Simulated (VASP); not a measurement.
A run of VASP 6.6.1 is set up as follows.

The input POSCAR:

```
Al
1.0
    0.0000000000      1.8620616000      2.1858984000
    1.8620616000      0.0000000000      2.1858984000
    1.8620616000      1.8620616000      0.0000000000
Al
1
Direct
    0.0000000000      0.0000000000      0.0000000000
```

File INCAR.step1:

```
SYSTEM = Al
PREC = Accurate
ENCUT = 520
ISMEAR = 0
SIGMA = 0.15
LREAL = .FALSE.
LASPH = .TRUE.
NELM = 100
NBANDS = 8
GGA = PE
ALGO = Normal
EDIFF = 1E-4
LWAVE = .TRUE.
LCHARG = .FALSE.
```

The input INCAR.step2:

```
SYSTEM = Al
PREC = Accurate
ENCUT = 520
EDIFF = 1E-6
ISMEAR = 0
SIGMA = 0.15
LREAL = .FALSE.
LASPH = .TRUE.
NELM = 100
ALGO = Normal
ISIF = 2
LWAVE = .FALSE.
LCHARG = .FALSE.
METAGGA = R2SCAN
LMIXTAU = .TRUE.
NBANDS = 8
ISTART = 1
```

Contents of KPOINTS:

```
Automatic mesh
0
G
  20 20 20
  0 0 0
```

Potentials or basis: VASP PAW PBE potentials, release 64 (Al).

The run is started by

```console
$ cat potpaw_PBE.64/Al/POTCAR > POTCAR
$ cp INCAR.step1 INCAR
$ mpirun -np 1 vasp_std > vasp.out
$ cp INCAR.step2 INCAR
$ mpirun -np 1 vasp_std > vasp.out
```

Question: What does it give for the pressure?

Answer: 7.2 GPa.

Stress tensor (GPa, compression positive):
```
12.82  0.00  0.00
 0.00 12.82  0.00
 0.00  0.00 -3.97
```

Caveat: the cell differs from its parent crystal (strain -0.080 along x and y, +0.080 along z); the PAW data sets were made with another functional, which shifts forces and pressure a little.
